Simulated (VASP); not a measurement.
# Hf5S9 (a cell with a defect) in VASP: further runs

Hf5S9 (a cell with a defect) is run at these levels: PBE+D3(BJ), revPBE+D3(BJ); tasks: single point.

All numbers are computed with VASP 6.6.1; they aren't measurements. Logs are shortened: lines on timing, memory, paths and dates and some standing lists are left out, and cuts for length are marked.

### Step 1. The cell of the first run

The cell holds a defect, 28 atoms: a = 8.503 Å, b = 8.503 Å, c = 8.503 Å, α = 79.00°, β = 79.00°, γ = 79.00°.

### Step 2. Single point, PBE+D3(BJ) (with an interstitial atom, then relaxed in part)

File INCAR:

```
SYSTEM = Hf5S9
ALGO     = Normal         ! electronic algorithm
EDIFF    = 1E-7           ! SCF threshold, eV
ENCUT    = 520            ! plane-wave cutoff, eV
GGA      = PE             ! functional
ISIF     = 2              ! what is computed and relaxed
ISMEAR   = 0              ! smearing method
IVDW     = 12             ! dispersion correction
LASPH    = .TRUE.         ! aspherical terms in the spheres
LCHARG   = .TRUE.         ! write CHGCAR
LELF     = .TRUE.         ! ELF
LREAL    = Auto         
LVHAR    = .TRUE.       
LWAVE    = .FALSE.        ! write WAVECAR
NBANDS   = 124            ! bands
NELM     = 60             ! most SCF steps
PREC     = Accurate       ! precision mode
SIGMA    = 0.01           ! smearing width, eV
```

File KPOINTS:

```
Automatic mesh
0
Gamma
  2 2 2
  0.5 0.5 0.5
```

File POSCAR:

```
Hf5S9
1.0
    0.0000000000      6.2455376308     -5.7703876601
    5.4087942486     -3.1227688154     -5.7703876601
   -5.4087942486     -3.1227688154     -5.7703876601
Hf S
10 18
Direct
   -0.0074409812      0.3176664954      0.6620056152
    0.3505757274      0.0192178488      0.6648505251
   -0.0070353804      0.6629121786      0.3161357599
    0.6498020800      0.6605977555      0.6598061747
    0.3353982320      0.3248603348      0.3237165389
   -0.0014170274      0.0195168399      1.0182829056
    0.6579910566      0.0023642909      0.3241641533
    0.3510290267      0.6661361034      1.0183519895
    0.6584636192      0.3256667571      1.0007566680
    1.0232817710      0.6906223921      0.6889250463
    0.8518783949      0.2057497866      0.2046984697
    0.1934312092      0.8606941162      0.2077263793
    0.8520625499      0.5212539112      0.8666317667
    0.5375633062      0.5209579610      0.2044682210
    0.1934198270      0.2084746160      0.8594906989
    0.8517261285      0.8677240931      0.5196160653
    0.5385426018      0.8599185748      0.8587336327
    0.1997051059      0.5197794109      0.5186446890
    0.5374038599      0.2053290752      0.5201400372
    0.1427333777      0.1291923354      0.4713640087
    0.4599378054      0.8109725217      0.4710092216
    0.1429547546      0.4723963991      0.1278863422
    0.8015636665      0.4668440709      0.4653007684
    0.4632272393      0.1305384887      0.1289800754
    0.1576847136      0.8262834648      0.8256231852
    0.8043033460      0.8112781641      0.1268735532
    0.4597190232      0.4722012756      0.8099851718
    0.8044315881      0.1276795992      0.8101322643
```

Potentials or basis: VASP PAW PBE potentials, release 64 (Hf_pv, S).

Started as:

```
$ cat potpaw_PBE.64/Hf_pv/POTCAR potpaw_PBE.64/S/POTCAR > POTCAR
$ mpirun -np 1 vasp_std > vasp.out
```

OUTCAR:

```text
SYSTEM = Hf5S9
   EDIFF = 1E-7
   ENCUT = 520
   GGA = PE
   ISIF = 2
   ISMEAR = 0
   IVDW = 12
   LASPH = .TRUE.
   LREAL = Auto
   NELM = 60
   PREC = Accurate
 IVDW          = 12

 ion  position               nearest neighbor table
   1  0.993  0.318  0.662-  28 2.49  20 2.50  23 2.55  15 2.55  13 2.65  18 2.66  10 3.29   6 3.56
                             2 3.57   9 3.64   5 3.68   4 3.71   3 3.74
   2  0.351  0.019  0.665-  19 2.45  17 2.54  15 2.54  25 2.56  20 2.57  21 2.57   5 3.51   7 3.52
                             1 3.57   4 3.58   6 3.82   8 3.82
   3  0.993  0.663  0.316-  26 2.49  22 2.50  23 2.55  12 2.55  16 2.65  18 2.66  10 3.28   6 3.56
                             8 3.57   7 3.65   5 3.68   4 3.71   1 3.74
   4  0.650  0.661  0.660-  27 2.50  21 2.50  17 2.55  23 2.56  13 2.65  16 2.65  10 3.29   8 3.58
                             2 3.58   9 3.66   7 3.67   1 3.71   3 3.71
   5  0.335  0.325  0.324-  24 2.52  18 2.53  22 2.55  20 2.55  14 2.56  19 2.56   7 3.49   9 3.49
                             8 3.51   2 3.51   3 3.68   1 3.68
   6  0.999  0.020  0.018-  11 2.45  15 2.55  12 2.55  25 2.56  28 2.57  26 2.57   9 3.51   7 3.51
                             1 3.56   3 3.56   2 3.82   8 3.82
   7  0.658  0.002  0.324-  24 2.52  16 2.53  26 2.54  21 2.55  11 2.55  19 2.56   5 3.49   9 3.50
                             6 3.51   2 3.52   3 3.65   4 3.67
   8  0.351  0.666  0.018-  14 2.45  17 2.53  12 2.54  25 2.56  22 2.57  27 2.57   5 3.51   9 3.52
                             3 3.57   4 3.58   6 3.82   2 3.82
   9  0.658  0.326  0.001-  24 2.52  13 2.53  28 2.55  27 2.55  11 2.55  14 2.57   5 3.49   7 3.50
                             6 3.51   8 3.52   1 3.64   4 3.66
  10  0.023  0.691  0.689-  25 2.35  18 2.37  16 2.37  13 2.37   3 3.28   1 3.29   4 3.29
  11  0.852  0.206  0.205-   6 2.45   7 2.55   9 2.55
  12  0.193  0.861  0.208-   8 2.54   3 2.55   6 2.55
  13  0.852  0.521  0.867-  10 2.37   9 2.53   1 2.65   4 2.65
  14  0.538  0.521  0.204-   8 2.45   5 2.56   9 2.57
  15  0.193  0.208  0.859-   2 2.54   6 2.55   1 2.55
  16  0.852  0.868  0.520-  10 2.37   7 2.53   3 2.65   4 2.65
  17  0.539  0.860  0.859-   8 2.53   2 2.54   4 2.55
  18  0.200  0.520  0.519-  10 2.37   5 2.53   3 2.66   1 2.66
  19  0.537  0.205  0.520-   2 2.45   5 2.56   7 2.56
  20  0.143  0.129  0.471-   1 2.50   5 2.55   2 2.57
  21  0.460  0.811  0.471-   4 2.50   7 2.55   2 2.57
  22  0.143  0.472  0.128-   3 2.50   5 2.55   8 2.57
  23  0.802  0.467  0.465-   3 2.55   1 2.55   4 2.56
  24  0.463  0.131  0.129-   5 2.52   7 2.52   9 2.52
  25  0.158  0.826  0.826-  10 2.35   6 2.56   8 2.56   2 2.56
  26  0.804  0.811  0.127-   3 2.49   7 2.54   6 2.57
  27  0.460  0.472  0.810-   4 2.50   9 2.55   8 2.57
  28  0.804  0.128  0.810-   1 2.49   9 2.55   6 2.57

  LATTYP: Found a trigonal (rhomboedric) cell.
 ALAT       =     8.5031825833
 COS(alpha) =     0.1907775758

  Lattice vectors:

 A1 = (   0.0000000000,   6.2455376308,  -5.7703876601)
 A2 = (   5.4087942486,  -3.1227688154,  -5.7703876601)
 A3 = (  -5.4087942486,  -3.1227688154,  -5.7703876601)

Analysis of symmetry for initial positions (statically):
=====================================================================
 Subroutine PRICEL returns:
 Original cell was already a primitive cell.

 Routine SETGRP: Setting up the symmetry group for a
 trigonal (rhombohedral) supercell.

 Subroutine GETGRP returns: Found  1 space group operations
 (whereof  1 operations were pure point group operations)
 out of a pool of 12 trial point group operations.

The static configuration has the point symmetry C_1 .

Analysis of symmetry for dynamics (positions and initial velocities):
=====================================================================
 Subroutine PRICEL returns:
 Original cell was already a primitive cell.

 Routine SETGRP: Setting up the symmetry group for a
 trigonal (rhombohedral) supercell.

 Subroutine GETGRP returns: Found  1 space group operations
 (whereof  1 operations were pure point group operations)
 out of a pool of 12 trial point group operations.

The dynamic configuration has the point symmetry C_1 .

 Subroutine INISYM returns: Found  1 space group operations
 (whereof  1 operations are pure point group operations),
 and found     1 'primitive' translations

----------------------------------------------------------------------------------------

                                     Primitive cell

  volume of cell :     584.7854

  direct lattice vectors                    reciprocal lattice vectors
     0.000000000  6.245537631 -5.770387660     0.000000000  0.106742879 -0.057766194
     5.408794249 -3.122768815 -5.770387660     0.092442045 -0.053371439 -0.057766194
    -5.408794249 -3.122768815 -5.770387660    -0.092442045 -0.053371439 -0.057766194

  length of vectors
     8.503182583  8.503182583  8.503182583     0.121371230  0.121371230  0.121371230

  position of ions in fractional coordinates (direct lattice)
     0.992559019  0.317666495  0.662005615
     0.350575727  0.019217849  0.664850525
     0.992964620  0.662912179  0.316135760
     0.649802080  0.660597755  0.659806175
     0.335398232  0.324860335  0.323716539
     0.998582973  0.019516840  0.018282906
[... 20 lines left out ...]
     0.459719023  0.472201276  0.809985172
     0.804431588  0.127679599  0.810132264

  ion indices of the primitive-cell ions
   primitive index   ion index
                 1           1
                 2           2
                 3           3
                 4           4
                 5           5
                 6           6
[... 20 lines left out ...]
                27          27
                28          28

----------------------------------------------------------------------------------------

 KPOINTS: Automatic mesh

Automatic generation of k-mesh.
 Grid dimensions read from file:
 generate k-points for:    2    2    2

 Generating k-lattice:

  Cartesian coordinates                     Fractional coordinates (reciprocal lattice)
     0.000000000  0.053371439 -0.028883097     0.500000000  0.000000000  0.000000000
     0.046221022 -0.026685720 -0.028883097     0.000000000  0.500000000  0.000000000
    -0.046221022 -0.026685720 -0.028883097     0.000000000  0.000000000  0.500000000

  Length of vectors
     0.060685615  0.060685615  0.060685615

  Shift w.r.t. Gamma in fractional coordinates (k-lattice)
     0.500000000  0.500000000  0.500000000

 Subroutine IBZKPT returns following result:
 ===========================================

 Found      4 irreducible k-points:

 Following reciprocal coordinates:
            Coordinates               Weight
  0.250000  0.250000  0.250000      2.000000
 -0.250000  0.250000  0.250000      2.000000
  0.250000 -0.250000  0.250000      2.000000
  0.250000  0.250000 -0.250000      2.000000
   k-points           NKPTS =      4   k-points in BZ     NKDIM =      4   number of bands    NBANDS=    124
   number of dos      NEDOS =    301   number of ions     NIONS =     28
   total plane-waves  NPLWV = 262144
   dimension x,y,z NGX =    64 NGY =   64 NGZ =   64
   dimension x,y,z NGXF=   128 NGYF=  128 NGZF=  128
   ions per type =              10  18
   NGX,Y,Z   is equivalent  to a cutoff of  12.51, 12.51, 12.51 a.u.
   NGXF,Y,Z  is equivalent  to a cutoff of  25.03, 25.03, 25.03 a.u.
 SYSTEM =  Hf5S9
   PREC   = accura    normal or accurate (medium, high low for compatibility)
   ISTART =      0    job   : 0-new  1-cont  2-samecut
   ICHARG =      2    charge: 1-file 2-atom 10-const
   ISPIN  =      1    spin polarized calculation?
   LNONCOLLINEAR =      F non collinear calculations
   LSORBIT =      F    spin-orbit coupling
   LASPH  =      T    aspherical Exc in radial PAW
   ENCUT  =  520.0 eV  38.22 Ry    6.18 a.u.  15.81 15.81 15.81*2*pi/ulx,y,z
   NELM   =     60;   NELMIN=  2; NELMDL= -5     # of ELM steps
   EDIFF  = 0.1E-06   stopping-criterion for ELM
   LREAL  =      T    real-space projection
   EDIFFG = 0.1E-05   stopping-criterion for IOM
   NSW    =      0    number of steps for IOM
   IBRION =     -1    ionic relax: 0-MD 1-quasi-New 2-CG
   NFREE  =      0    steps in history (QN), initial steepest desc. (CG)
   ISIF   =      2    stress and relaxation
   ISYM   =      2    0-nonsym 1-usesym 2-fastsym
   POTIM  = 0.5000    time-step for ionic-motion
   TEBEG  =    0.0;   TEEND  =   0.0 temperature during run
   PSTRESS=    0.0 pullay stress
   NELECT =     208.0000    total number of electrons
   NUPDOWN=      -1.0000    fix difference up-down
   EMIN   =  10.00;   EMAX   =-10.00  energy-range for DOS
   EFERMI =   0.00;   METHOD = LEGACY
   ISMEAR =     0;   SIGMA  =   0.01  broadening in eV -4-tet -1-fermi 0-gaus
   EFERMI_NEDOS =   21; number of points for ismear=-14 and -15
   IALGO  =     38    algorithm
   IMIX   =      4    mixing-type and parameters
     AMIX     =   0.40;   BMIX     =  1.00
     AMIX_MAG =   1.60;   BMIX_MAG =  1.00
  volume/ion in A,a.u.               =      20.89       140.94
  Fermi-wavevector in a.u.,A,eV,Ry     =   1.159926  2.191943 18.305676  1.345429
  Thomas-Fermi vector in A             =   2.296514
   LORBIT       =      0    0 simple, 1 ext, 2 COOP (PROOUT), +10 PAW based schemes
   GGA     = PE    functional components
   LHFCALC =     F    Hartree Fock is set to
   AEXX    =    0.0000 exact exchange contribution
   IVDW    =    12    specifies the selected vdW correction
   LEPSILON=     F    determine dielectric tensor
   LRPA    =     F    only Hartree local field effects (RPA)
 non-spin polarized calculation
 Gauss-broadening in eV      SIGMA  =   0.01
  energy-cutoff  :      520.00
  volume of cell :      584.79
 maximum number of plane-waves:     15755
   NGX = 31   NGY = 31   NGZ = 31

 number of electron     208.0000001 magnetization

 Free energy of the ion-electron system (eV)
  ---------------------------------------------------
  ext. energy  EPLUGINS =         0.00000000
  ---------------------------------------------------
  free energy    TOTEN  =      -215.34620778 eV

  energy without entropy =     -215.34505799  energy(sigma->0) =     -215.34563288

 E-fermi :   5.4153     XC(G=0): -10.0810

 val. band max:        5.4056723013   @ k =   0.2500   0.2500   0.2500
 cond. band min:       5.4252315428   @ k =  -0.2500   0.2500   0.2500
 fundamental gap:      0.0195592415
 Fermi energy:         5.4153141423

 k-point     1 :       0.2500    0.2500    0.2500
  band No.  band energies     occupation
      1     -26.6934      2.00000
      2     -26.6669      2.00000
      3     -26.6629      2.00000
      4     -26.5452      2.00000
      5     -26.5308      2.00000
      6     -26.5247      2.00000
[... 108 lines left out ...]
    115       6.7930      0.00000
    116       7.0374      0.00000
[... 355 lines left out ...]
    115       6.7194      0.00000
    116       6.8123      0.00000
 [bands above 116 left out]

------------------------ aborting loop because EDIFF is reached ----------------------------------------

 Edisp (eV)  -10.05515

 E8    (eV) :    -4.3894

  FORCE on cell =-STRESS in cart. coord.  units (eV):
  Direction    XX          YY          ZZ          XY          YZ          ZX
  --------------------------------------------------------------------------------------
  -------------------------------------------------------------------------------------
  Total      -2.54170    -2.77245     8.82434     0.00667     0.09222     0.05873
  in kB      -6.96366    -7.59587    24.17666     0.01828     0.25265     0.16092
  external pressure =        3.21 kB  Pullay stress =        0.00 kB

 VOLUME and BASIS-vectors are now :
 -----------------------------------------------------------------------------
  energy-cutoff  :      520.00
  volume of cell :      584.79
      direct lattice vectors                 reciprocal lattice vectors
     0.000000000  6.245537631 -5.770387660     0.000000000  0.106742879 -0.057766194
     5.408794249 -3.122768815 -5.770387660     0.092442045 -0.053371439 -0.057766194
    -5.408794249 -3.122768815 -5.770387660    -0.092442045 -0.053371439 -0.057766194

 POSITION                                       TOTAL-FORCE (eV/Angst)
 -----------------------------------------------------------------------------------
     -1.86246      3.13978    -11.38054        -0.011689      0.008566      0.001696
     -3.49209      0.05335     -5.97030         0.008073      0.002917      0.004961
      1.87564      3.14426    -11.37928         0.012046      0.002971      0.010529
      0.00428     -0.06495    -11.36885        -0.002678     -0.009398     -0.015488
      0.00619      0.06939     -5.67792         0.003521      0.009809      0.001107
      0.00667      6.11865     -5.98033        -0.004232     -0.003641      0.012424
[... 20 lines left out ...]
     -1.82700     -1.13278    -10.05147         0.003328      0.005063     -0.061670
     -3.69125      2.09554    -10.05342         0.005164      0.000385     -0.061946
 -----------------------------------------------------------------------------------
    total drift:                                0.004730      0.002764     -0.009077

  FREE ENERGIE OF THE ION-ELECTRON SYSTEM (eV)
  ---------------------------------------------------
  free  energy   TOTEN  =      -225.4013583750 eV

  energy  without entropy=     -225.4002085883  energy(sigma->0) =     -225.40078348
```

Run time: 5.5 min. Hardware: 1 thread of Intel Xeon 6975P-C (Granite Rapids), shared host; peak memory 0.64 GiB.

What came out:

```yaml
Free_energy: -225.4014 eV
Pressure: 0.3 GPa
Largest_force: 0.073 eV/Å
Band_gap_on_the_k_mesh: zero (bands 104 and 105 overlap by 0.59 eV)
Dispersion_energy_per_atom: -0.359 eV
```

Forces on the atoms (eV/Å):
```
Hf  -0.012  0.009  0.002
Hf   0.008  0.003  0.005
Hf   0.012  0.003  0.011
Hf  -0.003 -0.009 -0.015
Hf   0.004  0.010  0.001
Hf  -0.004 -0.004  0.012
Hf   0.007 -0.006 -0.003
Hf  -0.010  0.000  0.019
Hf  -0.015 -0.018 -0.005
Hf   0.000  0.007  0.036
S    0.003  0.007  0.069
S    0.009 -0.001  0.057
S    0.016  0.012  0.045
S    0.003  0.000  0.069
S   -0.007  0.002  0.062
S   -0.023  0.013  0.032
S    0.007  0.000  0.049
S   -0.002 -0.029  0.034
S   -0.003 -0.005  0.069
S    0.005 -0.002 -0.059
S    0.000 -0.001 -0.058
S   -0.005 -0.005 -0.068
S    0.000  0.000 -0.073
S   -0.001  0.001 -0.073
S    0.002 -0.001 -0.031
S    0.001  0.007 -0.062
S    0.003  0.005 -0.062
S    0.005  0.000 -0.062
```

Caveat: the k points lie up to 0.38 Å⁻¹ apart, too coarse for converged energies and pressures of a metal; the cell differs from its parent crystal (with an interstitial atom, then relaxed in part); spin-orbit coupling is left out, which moves the levels of the heavy elements.

### Step 3. Single point, revPBE+D3(BJ)

File INCAR:

```
ALGO = Normal
EDIFF = 1E-6
ENCUT = 520
GGA = RE
ISIF = 2
ISMEAR = 0
IVDW = 12
LASPH = True
LCHARG = False
LREAL = Auto
LWAVE = False
NBANDS = 124
NELM = 60
PREC = Accurate
SIGMA = 0.01
```

KPOINTS is that of step 2.

POSCAR is that of step 2.

Potentials or basis: VASP PAW PBE potentials, release 64 (Hf_pv, S).

Started as:

```
$ cat potpaw_PBE.64/Hf_pv/POTCAR potpaw_PBE.64/S/POTCAR > POTCAR
$ mpirun -np 1 vasp_std > vasp.out
```

Wall time 5.5 min (1 thread of Intel Xeon 6975P-C (Granite Rapids), shared host); peak memory 0.64 GiB.

The run converged. Its results:

| Item | Value |
| --- | --- |
| Free energy | -225.4584 eV |
| Pressure | -0.7 GPa |
| Largest force | 0.053 eV/Å |
| Band gap on the k mesh | zero (bands 104 and 105 overlap by 0.58 eV) |
| Dispersion energy per atom | -0.684 eV |

Forces in eV/Å, atoms in the order of the input:
```
Hf   0.015  0.000 -0.028
Hf   0.017  0.007 -0.006
Hf  -0.013 -0.005 -0.019
Hf  -0.002  0.003 -0.016
Hf   0.003 -0.008  0.003
Hf  -0.005 -0.009 -0.005
Hf  -0.002 -0.003  0.007
Hf  -0.019  0.004  0.008
Hf  -0.004 -0.014  0.006
Hf   0.000  0.010  0.052
S    0.003  0.019  0.001
S    0.009 -0.007  0.009
S   -0.023 -0.015  0.005
S    0.008 -0.003  0.007
S   -0.005 -0.005  0.013
S    0.016 -0.013 -0.008
S    0.007  0.010 -0.014
S   -0.002  0.025  0.009
S   -0.008 -0.007  0.007
S   -0.007 -0.001  0.011
S   -0.007 -0.004  0.004
S    0.006 -0.004  0.001
S   -0.001 -0.007 -0.022
S   -0.001  0.002 -0.015
S    0.001 -0.002 -0.030
S    0.010  0.016  0.011
S    0.009  0.001  0.001
S   -0.005  0.009  0.011
```

Stress tensor (GPa, compression positive):
```
-1.74  0.00  0.01
 0.00 -1.80  0.02
 0.01  0.02  1.33
```

Levels at points of the mesh, in eV from the Fermi level:
| k point | band 101 | band 102 | band 103 | band 104 | band 105 | band 106 |
| --- | --- | --- | --- | --- | --- | --- |
| (0.25, 0.25, 0.25) | -1.87 | -1.86 | -0.58 | -0.58 | -0.56 | -0.04 |

Caveat: the k points lie up to 0.38 Å⁻¹ apart, too coarse for converged energies and pressures of a metal; the PAW data sets were made with another functional, which shifts forces and pressure a little; spin-orbit coupling is left out, which moves the levels of the heavy elements.
